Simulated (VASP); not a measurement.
A run of VASP 6.6.1 is set up as follows.

File POSCAR:

```
PbSe
1.0
    3.7054819248      0.0000000000      0.0000000000
    0.0000000000      3.7054819248      0.0000000000
    0.0000000000      0.0000000000      3.7054819248
Pb Se
1 1
Direct
    0.0000000000      0.0000000000      0.0000000000
    0.5000000000      0.5000000000      0.5000000000
```

File INCAR.step1:

```
SYSTEM = PbSe
ALGO     = Normal         ! electronic algorithm
EDIFF    = 1E-5           ! SCF threshold, eV
ENCUT    = 520            ! plane-wave cutoff, eV
GGA      = PE             ! functional
ISIF     = 2              ! what is computed and relaxed
ISMEAR   = -1             ! smearing method
LASPH    = .True.         ! aspherical terms in the spheres
LREAL    = .False.        ! projectors in reciprocal space
LWAVE    = .True.         ! write WAVECAR
NBANDS   = 17             ! bands
NELM     = 80             ! most SCF steps
PREC     = Accurate       ! precision mode
SIGMA    = 0.05           ! smearing width, eV
```

Contents of INCAR.step2:

```
SYSTEM = PbSe
AEXX     = 0.25           ! exact-exchange fraction
ALGO     = Normal         ! electronic algorithm
EDIFF    = 1E-7           ! SCF threshold, eV
ENCUT    = 520            ! plane-wave cutoff, eV
GGA      = PS             ! functional
HFSCREEN = 0.207          ! screening, 1/A
ISIF     = 2              ! what is computed and relaxed
ISMEAR   = -1             ! smearing method
ISTART   = 1            
LASPH    = .True.         ! aspherical terms in the spheres
LCHARG   = .True.         ! write CHGCAR
LELF     = .True.         ! ELF
LHFCALC  = .True.         ! exact exchange
LREAL    = .False.        ! projectors in reciprocal space
LVHAR    = .True.       
LWAVE    = .False.        ! write WAVECAR
NBANDS   = 17             ! bands
NELM     = 80             ! most SCF steps
PREC     = Accurate       ! precision mode
PRECFOCK = Normal       
SIGMA    = 0.05           ! smearing width, eV
```

KPOINTS

```
k-points
0
Gamma
  4 4 4
  0 0 0
```

Potentials or basis: VASP PAW PBE potentials, release 64 (Pb_d, Se).

Launch:

```bash
$ cat potpaw_PBE.64/Pb_d/POTCAR potpaw_PBE.64/Se/POTCAR > POTCAR
$ cp INCAR.step1 INCAR
$ mpirun -np 1 vasp_std > vasp.out
$ cp INCAR.step2 INCAR
$ mpirun -np 1 vasp_std > vasp.out
```

**Question.** Predict the band gap on the k mesh.

**Answer.** Zero (bands 10 and 11 overlap by 0.57 eV).

**Question.** Predict the pressure.

**Answer.** -0.1 GPa.

Caveat: the k points lie up to 0.42 Å⁻¹ apart, too coarse for converged energies and pressures of a metal; the PAW data sets were made with another functional, which shifts forces and pressure a little; spin-orbit coupling is left out, which moves the levels of the heavy elements.
